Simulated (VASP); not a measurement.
# SnO2 in VASP: single point with PBE

Aim: the single point of SnO2 with PBE.

Program: VASP 6.6.1. These are calculated values, not measurements. Logs are shortened: lines on timing, memory, paths and dates and some standing lists are left out, and cuts for length are marked.

**1. The cell of the first run**

The cell holds a disordered packing, 21 atoms: a = 6.752 Å, b = 6.621 Å, c = 6.822 Å, α = 90.14°, β = 90.30°, γ = 90.36°.

**2. Single point, PBE**

File INCAR:

```
SYSTEM = SnO2
ALGO = Normal
EDIFF = 1E-6
ENCUT = 520
GGA = PE
GGA_COMPAT = .False.
ISIF = 2
ISMEAR = 0
ISYM = -1
LASPH = .True.
LCHARG = .True.
LELF = .True.
LREAL = Auto
LVHAR = .True.
LWAVE = .False.
NBANDS = 107
NELM = 120
PREC = Accurate
SIGMA = 0.1
```

File KPOINTS:

```
explicit points
1
Reciprocal
  0.25000000   0.25000000   0.25000000 1
```

File POSCAR:

```
SnO2
1.0
    6.7519364470     -0.0206573006     -0.0186448915
   -0.0210720614      6.6204651891     -0.0097332505
   -0.0169905211     -0.0064739725      6.8221359605
Sn O
7 14
Direct
    0.8821873966      0.6541761115      0.7413052492
    1.1150988276      0.1443151572      0.6179731091
    0.6357915473      0.1383494895      0.6005880473
    0.3410856247      0.8763665459      0.0646665836
    0.4410095020      0.4014232669      0.0453933618
    0.8450874216      0.0883304217      0.1104776476
    0.3680946152      0.6305434614      0.5626768660
    0.8775218894      0.1340808953      0.4093678941
    0.8708302796      0.1295628403      0.8000542036
    0.3518696789      0.6314765731      0.8771465423
    0.3050228414      0.1704313379      0.2194539319
    0.3614150186      0.1507608314      0.8432563459
    0.6290838020     -0.1107095361      0.0936660770
    0.0498195724      0.8789043997      0.0669224799
    0.3632541617      0.1910036767      0.4242257249
    0.1144590812      0.4491860984      0.6100774043
    0.7236150621      0.3674294804      1.0979445664
    0.6020997851      0.8386823890      0.5956036443
    0.6067862715      0.4385896758      0.6280129488
    0.1395082158      0.8420647185      0.5935318015
    0.3576119193      0.6163577451      0.2584984240
```

Potentials or basis: VASP PAW PBE potentials, release 64 (Sn_d, O).

Launch:

```bash
$ cat potpaw_PBE.64/Sn_d/POTCAR potpaw_PBE.64/O/POTCAR > POTCAR
$ mpirun -np 1 vasp_std > vasp.out
```

OUTCAR:

```text
SYSTEM = SnO2
   EDIFF = 1E-6
   ENCUT = 520
   GGA = PE
   ISIF = 2
   ISMEAR = 0
   ISYM = -1
   LASPH = .True.
   LREAL = Auto
   NELM = 120
   PREC = Accurate

 ion  position               nearest neighbor table
   1  0.882  0.654  0.741-  16 2.27  20 2.36  19 2.46  18 2.46   7 3.51   7 3.68   2 3.70   3 3.75

   2  0.115  0.144  0.618-  20 2.02  16 2.02   9 2.07   8 2.14  15 2.16  12 2.26   3 3.24   3 3.52
                             7 3.66   1 3.70
   3  0.636  0.138  0.601-  18 2.00  19 2.01   9 2.09   8 2.10  15 2.22  12 2.49   2 3.24   2 3.52
                             6 3.65   5 3.74   7 3.74   1 3.75
   4  0.341  0.876  0.065-  13 1.95  14 1.97  10 2.06  21 2.18  11 2.23  12 2.37   5 3.22   5 3.54
                             6 3.65   6 3.68
   5  0.441  0.401  0.045-  17 1.95  10 2.00  21 2.11  11 2.14  12 2.22   4 3.22   6 3.46   4 3.54
                             7 3.66   3 3.74
   6  0.845  0.088  0.110-  13 1.96  14 1.99  17 2.03   8 2.07   9 2.14   5 3.46   3 3.65   4 3.65
                             4 3.68
   7  0.368  0.631  0.563-  21 2.08  18 2.10  20 2.10  19 2.11  16 2.11  10 2.15   1 3.51   2 3.66
                             5 3.66   1 3.68   3 3.74
   8  0.878  0.134  0.409-   6 2.07   3 2.10   2 2.14
   9  0.871  0.130  0.800-   2 2.07   3 2.09   6 2.14
  10  0.352  0.631  0.877-   5 2.00   4 2.06   7 2.15
  11  0.305  0.170  0.219-  15 1.46   5 2.14   4 2.23
  12  0.361  0.151  0.843-   5 2.22   2 2.26   4 2.37   3 2.49
  13  0.629  0.889  0.094-   4 1.95   6 1.96
  14  0.050  0.879  0.067-   4 1.97   6 1.99
  15  0.363  0.191  0.424-  11 1.46   2 2.16   3 2.22
  16  0.114  0.449  0.610-   2 2.02   7 2.11   1 2.27
  17  0.724  0.367  0.098-   5 1.95   6 2.03
  18  0.602  0.839  0.596-   3 2.00   7 2.10   1 2.46
  19  0.607  0.439  0.628-   3 2.01   7 2.11   1 2.46
  20  0.140  0.842  0.594-   2 2.02   7 2.10   1 2.36
  21  0.358  0.616  0.258-   7 2.08   5 2.11   4 2.18

IMPORTANT INFORMATION: All symmetrisations will be switched off!
NOSYMM: (Re-)initialisation of all symmetry stuff for point group C_1.

----------------------------------------------------------------------------------------

                                     Primitive cell

  volume of cell :     304.9505

  direct lattice vectors                    reciprocal lattice vectors
     6.751936447 -0.020657301 -0.018644891     0.148108123  0.000471951  0.000369311
    -0.021072061  6.620465189 -0.009733251     0.000462526  0.151048472  0.000144492
    -0.016990521 -0.006473973  6.822135960     0.000405439  0.000216793  0.146582873

  length of vectors
     6.751993790  6.620505879  6.822160190     0.148109336  0.151049250  0.146583594

  position of ions in fractional coordinates (direct lattice)
     0.882187397  0.654176111  0.741305249
     0.115098828  0.144315157  0.617973109
     0.635791547  0.138349490  0.600588047
     0.341085625  0.876366546  0.064666584
     0.441009502  0.401423267  0.045393362
     0.845087422  0.088330422  0.110477648
[... 13 lines left out ...]
     0.139508216  0.842064718  0.593531801
     0.357611919  0.616357745  0.258498424

  ion indices of the primitive-cell ions
   primitive index   ion index
                 1           1
                 2           2
                 3           3
                 4           4
                 5           5
                 6           6
[... 13 lines left out ...]
                20          20
                21          21

----------------------------------------------------------------------------------------

 KPOINTS: explicit points

Read explicit list of k-points.

 Found      1 k-points:

 Following reciprocal coordinates:
            Coordinates               Weight
  0.250000  0.250000  0.250000      1.000000
   k-points           NKPTS =      1   k-points in BZ     NKDIM =      1   number of bands    NBANDS=    107
   number of dos      NEDOS =    301   number of ions     NIONS =     21
   total plane-waves  NPLWV = 135000
   dimension x,y,z NGX =    50 NGY =   50 NGZ =   54
   dimension x,y,z NGXF=   100 NGYF=  100 NGZF=  108
   ions per type =               7  14
   NGX,Y,Z   is equivalent  to a cutoff of  12.31, 12.56, 13.16 a.u.
   NGXF,Y,Z  is equivalent  to a cutoff of  24.62, 25.11, 26.32 a.u.
 SYSTEM =  SnO2
   PREC   = accura    normal or accurate (medium, high low for compatibility)
   ISTART =      0    job   : 0-new  1-cont  2-samecut
   ICHARG =      2    charge: 1-file 2-atom 10-const
   ISPIN  =      1    spin polarized calculation?
   LNONCOLLINEAR =      F non collinear calculations
   LSORBIT =      F    spin-orbit coupling
   LASPH  =      T    aspherical Exc in radial PAW
   ENCUT  =  520.0 eV  38.22 Ry    6.18 a.u.  12.55 12.31 12.68*2*pi/ulx,y,z
   NELM   =    120;   NELMIN=  2; NELMDL= -5     # of ELM steps
   EDIFF  = 0.1E-05   stopping-criterion for ELM
   LREAL  =      T    real-space projection
   EDIFFG = 0.1E-04   stopping-criterion for IOM
   NSW    =      0    number of steps for IOM
   IBRION =     -1    ionic relax: 0-MD 1-quasi-New 2-CG
   NFREE  =      0    steps in history (QN), initial steepest desc. (CG)
   ISIF   =      2    stress and relaxation
   ISYM   =     -1    0-nonsym 1-usesym 2-fastsym
   POTIM  = 0.5000    time-step for ionic-motion
   TEBEG  =    0.0;   TEEND  =   0.0 temperature during run
   PSTRESS=    0.0 pullay stress
   NELECT =     182.0000    total number of electrons
   NUPDOWN=      -1.0000    fix difference up-down
   EMIN   =  10.00;   EMAX   =-10.00  energy-range for DOS
   EFERMI =   0.00;   METHOD = LEGACY
   ISMEAR =     0;   SIGMA  =   0.10  broadening in eV -4-tet -1-fermi 0-gaus
   EFERMI_NEDOS =   21; number of points for ismear=-14 and -15
   IALGO  =     38    algorithm
   IMIX   =      4    mixing-type and parameters
     AMIX     =   0.40;   BMIX     =  1.00
     AMIX_MAG =   1.60;   BMIX_MAG =  1.00
  volume/ion in A,a.u.               =      14.52        98.00
  Fermi-wavevector in a.u.,A,eV,Ry     =   1.378337  2.604680 25.848533  1.899814
  Thomas-Fermi vector in A             =   2.503408
   LORBIT       =      0    0 simple, 1 ext, 2 COOP (PROOUT), +10 PAW based schemes
   GGA     = PE    functional components
   LHFCALC =     F    Hartree Fock is set to
   AEXX    =    0.0000 exact exchange contribution
   IVDW    =     0    specifies the selected vdW correction
   LEPSILON=     F    determine dielectric tensor
   LRPA    =     F    only Hartree local field effects (RPA)
 non-spin polarized calculation
 Gauss-broadening in eV      SIGMA  =   0.10
  energy-cutoff  :      520.00
  volume of cell :      304.95
 maximum number of plane-waves:      8203
 NGX is ok and might be reduce to    50
   NGX = 25   NGY = 25   NGZ = 25

 number of electron     182.0000003 magnetization

 Free energy of the ion-electron system (eV)
  ---------------------------------------------------
  ext. energy  EPLUGINS =         0.00000000
  ---------------------------------------------------
  free energy    TOTEN  =      -123.66757773 eV

  energy without entropy =     -123.66757773  energy(sigma->0) =     -123.66757773

 E-fermi :   5.1583     XC(G=0): -10.0768

 val. band max:        4.6655037716   @ k =   0.2500   0.2500   0.2500
 cond. band min:       6.3616509493   @ k =   0.2500   0.2500   0.2500
 fundamental gap:      1.6961471777
 Fermi energy:         5.1582988490

 k-point     1 :       0.2500    0.2500    0.2500
  band No.  band energies     occupation
      1     -18.0441      2.00000
      2     -16.9944      2.00000
      3     -16.9408      2.00000
      4     -16.8538      2.00000
      5     -16.7848      2.00000
      6     -16.7434      2.00000
[... 95 lines left out ...]
    102      10.3894      0.00000
    103      10.6499      0.00000
 [bands above 103 left out]

------------------------ aborting loop because EDIFF is reached ----------------------------------------

  FORCE on cell =-STRESS in cart. coord.  units (eV):
  Direction    XX          YY          ZZ          XY          YZ          ZX
  --------------------------------------------------------------------------------------
  -------------------------------------------------------------------------------------
  Total        0.7982934      1.0072481      1.0403334     -0.0833900      0.1165182      0.0675711
  in kB        4.1941479      5.2919735      5.4658002     -0.4381220      0.6121741      0.3550112
  external PRESSURE =       4.9839739 kB  Pullay stress =       0.0000000 kB

 VOLUME and BASIS-vectors are now :
 -----------------------------------------------------------------------------
  energy-cutoff  :      520.00
  volume of cell :      304.95
      direct lattice vectors                 reciprocal lattice vectors
     6.751936447 -0.020657301 -0.018644891     0.148108123  0.000471951  0.000369311
    -0.021072061  6.620465189 -0.009733251     0.000462526  0.151048472  0.000144492
    -0.016990521 -0.006473973  6.822135960     0.000405439  0.000216793  0.146582873

 POSITION                                       TOTAL-FORCE (eV/Angst)
 -----------------------------------------------------------------------------------
      5.93009      4.30793      5.03447        -0.031962      0.021709      0.005476
      0.76360      0.94906      4.21235        -0.002251      0.001350     -0.005169
      4.27970      0.89892      4.08409        -0.038770      0.015216     -0.003140
      2.28342      5.79449      0.42627         0.034932      0.019436      0.014514
      2.96844      2.64820      0.29755        -0.006905      0.002202     -0.004454
      5.70224      0.56662      0.73708         0.015473      0.022772      0.020486
[... 13 lines left out ...]
      0.91412      5.56814      4.03836        -0.008892     -0.021854      0.002337
      2.39719      4.07151      1.75084        -0.013053      0.008816      0.005420
 -----------------------------------------------------------------------------------
    total drift:                                0.029242     -0.012201     -0.015959

  FREE ENERGIE OF THE ION-ELECTRON SYSTEM (eV)
  ---------------------------------------------------
  free  energy   TOTEN  =      -123.6675777278 eV

  energy  without entropy=     -123.6675777278  energy(sigma->0) =     -123.66757773
```

It took 47 s on 1 thread of Intel Xeon 6975P-C (Granite Rapids), shared host; peak memory 0.33 GiB.

Results:

```
Free energy   : -123.6676 eV
Pressure      : 0.5 GPa
Largest force : 0.207 eV/Å
```

Forces in eV/Å, atoms in the order of the input:
```
Sn  -0.032  0.022  0.005
Sn  -0.002  0.001 -0.005
Sn  -0.039  0.015 -0.003
Sn   0.035  0.019  0.015
Sn  -0.007  0.002 -0.004
Sn   0.015  0.023  0.020
Sn   0.009 -0.017 -0.010
O    0.018  0.007 -0.014
O    0.003  0.003 -0.003
O   -0.022 -0.005 -0.008
O   -0.066 -0.033 -0.178
O   -0.013 -0.019 -0.007
O    0.003 -0.034 -0.010
O   -0.007 -0.036 -0.012
O    0.064  0.026  0.195
O   -0.016  0.015 -0.003
O    0.057  0.028  0.001
O    0.014 -0.031  0.004
O    0.008  0.029  0.010
O   -0.009 -0.022  0.002
O   -0.013  0.009  0.005
```

Stress tensor (GPa, compression positive):
```
 0.42 -0.04  0.04
-0.04  0.53  0.06
 0.04  0.06  0.55
```

Caveat: the atoms stand as in a frame of molecular dynamics; spin-orbit coupling is left out, which moves the levels of the heavy elements.
